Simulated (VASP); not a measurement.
A run of VASP 6.6.1:

Contents of INCAR:

```
SYSTEM = Co
PREC = Accurate ; ENCUT = 520
EDIFF = 1E-7 ; ISMEAR = -1
SIGMA = 0.08 ; LREAL = .FALSE.
LASPH = .TRUE. ; NELM = 150
ALGO = Normal ; ISIF = 2
LWAVE = .FALSE. ; LCHARG = .FALSE.
ISPIN = 2 ; MAGMOM = 2 2
LORBIT = 11 ; LMAXMIX = 4
GGA = PE ; NBANDS = 20
```

KPOINTS

```
regular mesh
0
G
  15 15 8
  0 0 0
```

The input POSCAR:

```
Co
1.0
    2.4386692229      0.0000000000      0.0000000000
   -1.2193346114      2.1119494984      0.0000000000
    0.0000000000      0.0000000000      3.9583392638
Co
2
Direct
    0.3333333333      0.6666666667      0.2500000000
    0.6666666667      0.3333333333      0.7500000000
```

Potentials or basis: VASP PAW PBE potentials, release 64 (Co).

Command:

```sh
$ cat potpaw_PBE.64/Co/POTCAR > POTCAR
$ mpirun -np 1 vasp_std > vasp.out
```

Hardware: 1 thread of Intel(R) Xeon(R) 6975P-C (Granite Rapids), on a shared host.

Problem. Estimate the wall time of this run.

Solution. It took 46 s on 1 thread of Intel(R) Xeon(R) 6975P-C (Granite Rapids) (shared host), peak memory 0.19 GiB. Counts: scf iterations 16, k points 135.
